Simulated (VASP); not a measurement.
# TiC (mix) (Fm-3m) in VASP: single point with PBE

Aim: the single point of TiC (mix) with PBE.

Program: VASP 6.6.1. These are calculated values, not measurements. Logs are shortened: lines on timing, memory, paths and dates and some standing lists are left out, and cuts for length are marked.

## 1. The cell of the first run

It takes space group Fm-3m (No. 225, cubic). The conventional cell has a = 4.333 Å, b = 4.333 Å, c = 4.333 Å, α = 90.00°, β = 90.00°, γ = 90.00°. Ti (site symmetry m-3m) has 6 C at 2.17 Å within 2.9 Å. C (site symmetry m-3m) has 6 Ti at 2.17 Å within 2.9 Å.

## 2. Single point, PBE

Input file INCAR:

```
SYSTEM = TiC
  PREC = Accurate
  ENCUT = 600
  EDIFF = 1E-6
  ISMEAR = 0
  SIGMA = 0.1
  LREAL = .False.
  LASPH = .True.
  NELM = 120
  ALGO = Normal
  ISIF = 2
  LWAVE = .False.
  LCHARG = .True.
  GGA = PE
  LELF = .True.
  LVHAR = .True.
  NBANDS = 15
  GGA_COMPAT = .False.
```

Input file KPOINTS:

```
Automatic mesh
0
Gamma
  16 16 16
  0 0 0
```

Input file POSCAR:

```
TiC
1.0
    0.0000000000      2.1664816197      2.1664816197
    2.1664816197      0.0000000000      2.1664816197
    2.1664816197      2.1664816197      0.0000000000
Ti C
1 1
Direct
    0.0000000000      0.0000000000      0.0000000000
    0.5000000000      0.5000000000      0.5000000000
```

Potentials or basis: VASP PAW PBE potentials, release 64 (Ti_sv, C).

Launch:

```console
> cat potpaw_PBE.64/Ti_sv/POTCAR potpaw_PBE.64/C/POTCAR > POTCAR
> mpirun -np 1 vasp_std > vasp.out
```

OUTCAR:

```text
SYSTEM = TiC
   PREC = Accurate
   ENCUT = 600
   EDIFF = 1E-6
   ISMEAR = 0
   LREAL = .False.
   LASPH = .True.
   NELM = 120
   ISIF = 2
   GGA = PE

 ion  position               nearest neighbor table
   1  0.000  0.000  0.000-   2 2.17   2 2.17   2 2.17   2 2.17   2 2.17   2 2.17
   2  0.500  0.500  0.500-   1 2.17   1 2.17   1 2.17   1 2.17   1 2.17   1 2.17

  LATTYP: Found a face centered cubic cell.
 ALAT       =     4.3329632394

  Lattice vectors:

 A1 = (   0.0000000000,   2.1664816197,   2.1664816197)
 A2 = (   2.1664816197,   0.0000000000,   2.1664816197)
 A3 = (   2.1664816197,   2.1664816197,   0.0000000000)

Analysis of symmetry for initial positions (statically):
=====================================================================
 Subroutine PRICEL returns:
 Original cell was already a primitive cell.

 Routine SETGRP: Setting up the symmetry group for a
 face centered cubic supercell.

 Subroutine GETGRP returns: Found 48 space group operations
 (whereof 48 operations were pure point group operations)
 out of a pool of 48 trial point group operations.

The static configuration has the point symmetry O_h .

Analysis of symmetry for dynamics (positions and initial velocities):
=====================================================================
 Subroutine PRICEL returns:
 Original cell was already a primitive cell.

 Routine SETGRP: Setting up the symmetry group for a
 face centered cubic supercell.

 Subroutine GETGRP returns: Found 48 space group operations
 (whereof 48 operations were pure point group operations)
 out of a pool of 48 trial point group operations.

The dynamic configuration has the point symmetry O_h .

 Subroutine INISYM returns: Found 48 space group operations
 (whereof 48 operations are pure point group operations),
 and found     1 'primitive' translations

----------------------------------------------------------------------------------------

                                     Primitive cell

  volume of cell :      20.3374

  direct lattice vectors                    reciprocal lattice vectors
     0.000000000  2.166481620  2.166481620    -0.230788942  0.230788942  0.230788942
     2.166481620  0.000000000  2.166481620     0.230788942 -0.230788942  0.230788942
     2.166481620  2.166481620  0.000000000     0.230788942  0.230788942 -0.230788942

  length of vectors
     3.063867689  3.063867689  3.063867689     0.399738173  0.399738173  0.399738173

  position of ions in fractional coordinates (direct lattice)
     0.000000000  0.000000000  0.000000000
     0.500000000  0.500000000  0.500000000

  ion indices of the primitive-cell ions
   primitive index   ion index
                 1           1
                 2           2

----------------------------------------------------------------------------------------

 KPOINTS: Automatic mesh

Automatic generation of k-mesh.
 Grid dimensions read from file:
 generate k-points for:   16   16   16

 Generating k-lattice:

  Cartesian coordinates                     Fractional coordinates (reciprocal lattice)
    -0.014424309  0.014424309  0.014424309     0.062500000  0.000000000  0.000000000
     0.014424309 -0.014424309  0.014424309     0.000000000  0.062500000  0.000000000
     0.014424309  0.014424309 -0.014424309     0.000000000  0.000000000  0.062500000

  Length of vectors
     0.024983636  0.024983636  0.024983636

  Shift w.r.t. Gamma in fractional coordinates (k-lattice)
     0.000000000  0.000000000  0.000000000

 Subroutine IBZKPT returns following result:
 ===========================================

 Found    145 irreducible k-points:

 Following reciprocal coordinates:
            Coordinates               Weight
  0.000000  0.000000  0.000000      1.000000
  0.062500  0.000000  0.000000      8.000000
  0.125000  0.000000  0.000000      8.000000
  0.187500  0.000000  0.000000      8.000000
  0.250000  0.000000  0.000000      8.000000
  0.312500  0.000000  0.000000      8.000000
[... 16 lines left out ...]
 -0.125000  0.062500  0.000000     24.000000
 -0.062500  0.062500  0.000000     12.000000
 [... further k-points ...]
   k-points           NKPTS =    145   k-points in BZ     NKDIM =    145   number of bands    NBANDS=     15
   number of dos      NEDOS =    301   number of ions     NIONS =      2
   total plane-waves  NPLWV =  13824
   dimension x,y,z NGX =    24 NGY =   24 NGZ =   24
   dimension x,y,z NGXF=    48 NGYF=   48 NGZF=   48
   ions per type =               1   1
   NGX,Y,Z   is equivalent  to a cutoff of  13.02, 13.02, 13.02 a.u.
   NGXF,Y,Z  is equivalent  to a cutoff of  26.04, 26.04, 26.04 a.u.
 SYSTEM =  TiC
   PREC   = accura    normal or accurate (medium, high low for compatibility)
   ISTART =      0    job   : 0-new  1-cont  2-samecut
   ICHARG =      2    charge: 1-file 2-atom 10-const
   ISPIN  =      1    spin polarized calculation?
   LNONCOLLINEAR =      F non collinear calculations
   LSORBIT =      F    spin-orbit coupling
   LASPH  =      T    aspherical Exc in radial PAW
   ENCUT  =  600.0 eV  44.10 Ry    6.64 a.u.   6.12  6.12  6.12*2*pi/ulx,y,z
   NELM   =    120;   NELMIN=  2; NELMDL= -5     # of ELM steps
   EDIFF  = 0.1E-05   stopping-criterion for ELM
   LREAL  =      F    real-space projection
   EDIFFG = 0.1E-04   stopping-criterion for IOM
   NSW    =      0    number of steps for IOM
   IBRION =     -1    ionic relax: 0-MD 1-quasi-New 2-CG
   NFREE  =      0    steps in history (QN), initial steepest desc. (CG)
   ISIF   =      2    stress and relaxation
   ISYM   =      2    0-nonsym 1-usesym 2-fastsym
   POTIM  = 0.5000    time-step for ionic-motion
   TEBEG  =    0.0;   TEEND  =   0.0 temperature during run
   PSTRESS=    0.0 pullay stress
   NELECT =      16.0000    total number of electrons
   NUPDOWN=      -1.0000    fix difference up-down
   EMIN   =  10.00;   EMAX   =-10.00  energy-range for DOS
   EFERMI =   0.00;   METHOD = LEGACY
   ISMEAR =     0;   SIGMA  =   0.10  broadening in eV -4-tet -1-fermi 0-gaus
   EFERMI_NEDOS =   21; number of points for ismear=-14 and -15
   IALGO  =     38    algorithm
   IMIX   =      4    mixing-type and parameters
     AMIX     =   0.40;   BMIX     =  1.00
     AMIX_MAG =   1.60;   BMIX_MAG =  1.00
  volume/ion in A,a.u.               =      10.17        68.62
  Fermi-wavevector in a.u.,A,eV,Ry     =   1.511297  2.855937 31.075960  2.284019
  Thomas-Fermi vector in A             =   2.621373
   LORBIT       =      0    0 simple, 1 ext, 2 COOP (PROOUT), +10 PAW based schemes
   GGA     = PE    functional components
   LHFCALC =     F    Hartree Fock is set to
   AEXX    =    0.0000 exact exchange contribution
   IVDW    =     0    specifies the selected vdW correction
   LEPSILON=     F    determine dielectric tensor
   LRPA    =     F    only Hartree local field effects (RPA)
 non-spin polarized calculation
 Gauss-broadening in eV      SIGMA  =   0.10
  energy-cutoff  :      600.00
  volume of cell :       20.34
 maximum number of plane-waves:       700
   NGX = 13   NGY = 13   NGZ = 13

 number of electron      16.0000000 magnetization

 Free energy of the ion-electron system (eV)
  ---------------------------------------------------
  ext. energy  EPLUGINS =         0.00000000
  ---------------------------------------------------
  free energy    TOTEN  =       -18.71010454 eV

  energy without entropy =      -18.70806820  energy(sigma->0) =      -18.70908637

 E-fermi :   9.3940     XC(G=0): -12.6922

 val. band max:        9.3752694821   @ k =  -0.0625   0.0625   0.0000
 cond. band min:       9.3964336722   @ k =   0.1250   0.1250   0.0000
 fundamental gap:      0.0211641901
 Fermi energy:         9.3939714251

 k-point     1 :       0.0000    0.0000    0.0000
  band No.  band energies     occupation
      1     -47.1921      2.00000
      2     -23.2172      2.00000
      3     -23.2172      2.00000
      4     -23.2172      2.00000
      5      -2.9917      2.00000
      6      10.0930      0.00000
      7      10.0930      0.00000
      8      10.0930      0.00000
      9      11.0753      0.00000
     10      11.0753      0.00000
     11      11.0753      0.00000
     12      11.1103      0.00000
     13      11.1103      0.00000
     14      19.8666      0.00000
     15      23.4278      0.00000

 k-point     2 :       0.0625    0.0000    0.0000
  band No.  band energies     occupation
      1     -47.1894      2.00000
      2     -23.2368      2.00000
      3     -23.2191      2.00000
      4     -23.2191      2.00000
      5      -2.9038      2.00000
      6       9.6491      0.00031
      7       9.8844      0.00000
      8       9.8844      0.00000
      9      10.4255      0.00000
     10      10.4255      0.00000
     11      11.3140      0.00000
     12      12.0972      0.00000
     13      12.0972      0.00000
     14      20.0274      0.00000
     15      23.4632      0.00000

 k-point     3 :       0.1250    0.0000    0.0000
  band No.  band energies     occupation
      1     -47.1815      2.00000
      2     -23.2920      2.00000
      3     -23.2243      2.00000
      4     -23.2243      2.00000
      5      -2.6443      2.00000
      6       8.7723      2.00000
      7       9.1162      1.99991
      8       9.1162      1.99991
      9      10.5074      0.00000
     10      10.5074      0.00000
     11      11.6422      0.00000
     12      13.1576      0.00000
     13      13.1576      0.00000
     14      20.4174      0.00000
     15      23.4819      0.00000
[... 343 lines left out ...]
 k-point    23 :      -0.1250    0.0625    0.0000
  band No.  band energies     occupation
      1     -47.1758      2.00000
      2     -23.3241      2.00000
      3     -23.2425      2.00000
      4     -23.2217      2.00000
      5      -2.4510      2.00000
      6       8.2821      2.00000
      7       8.6046      2.00000
      8       8.8163      2.00000
      9      10.3993      0.00000
     10      10.9454      0.00000
     11      11.9524      0.00000
     12      13.0056      0.00000
     13      14.1227      0.00000
     14      20.6797      0.00000
     15      23.4624      0.00000

 k-point    24 :      -0.0625    0.0625    0.0000
  band No.  band energies     occupation
      1     -47.1849      2.00000
      2     -23.2637      2.00000
      3     -23.2301      2.00000
      4     -23.2184      2.00000
      5      -2.7593      2.00000
      6       9.1823      1.99724
      7       9.3678      1.28848
      8       9.3753      1.20859
      9      10.2035      0.00000
     10      10.7772      0.00000
     11      11.6641      0.00000
     12      12.2197      0.00000
     13      13.0809      0.00000
     14      20.2743      0.00000
     15      23.4958      0.00000

 [... further k-points ...]

------------------------ aborting loop because EDIFF is reached ----------------------------------------

  FORCE on cell =-STRESS in cart. coord.  units (eV):
  Direction    XX          YY          ZZ          XY          YZ          ZX
  --------------------------------------------------------------------------------------
  -------------------------------------------------------------------------------------
  Total        0.0105696      0.0105696      0.0105696      0.0000000      0.0000000     -0.0000000
  in kB        0.8326756      0.8326756      0.8326756      0.0000000      0.0000000     -0.0000000
  external PRESSURE =       0.8326756 kB  Pullay stress =       0.0000000 kB

 VOLUME and BASIS-vectors are now :
 -----------------------------------------------------------------------------
  energy-cutoff  :      600.00
  volume of cell :       20.34
      direct lattice vectors                 reciprocal lattice vectors
     0.000000000  2.166481620  2.166481620    -0.230788942  0.230788942  0.230788942
     2.166481620  0.000000000  2.166481620     0.230788942 -0.230788942  0.230788942
     2.166481620  2.166481620  0.000000000     0.230788942  0.230788942 -0.230788942

 POSITION                                       TOTAL-FORCE (eV/Angst)
 -----------------------------------------------------------------------------------
      0.00000      0.00000      0.00000        -0.000000     -0.000000     -0.000000
      2.16648      2.16648      2.16648         0.000000      0.000000      0.000000
 -----------------------------------------------------------------------------------
    total drift:                                0.000000     -0.000000     -0.000000

  FREE ENERGIE OF THE ION-ELECTRON SYSTEM (eV)
  ---------------------------------------------------
  free  energy   TOTEN  =       -18.7101045428 eV

  energy  without entropy=      -18.7080681963  energy(sigma->0) =      -18.70908637
```

Wall time 32 s (1 thread of Intel Xeon Platinum 8375C at 2.90GHz (Ice Lake), shared host); peak memory 0.18 GiB.

Results:

| Item | Value |
| --- | --- |
| Free energy | -18.7101 eV |
| Pressure | 0.1 GPa |
| Band gap on the k mesh | zero (band 8 reaches 10.09 eV, above the bottom of band 9 at 9.00 eV) |
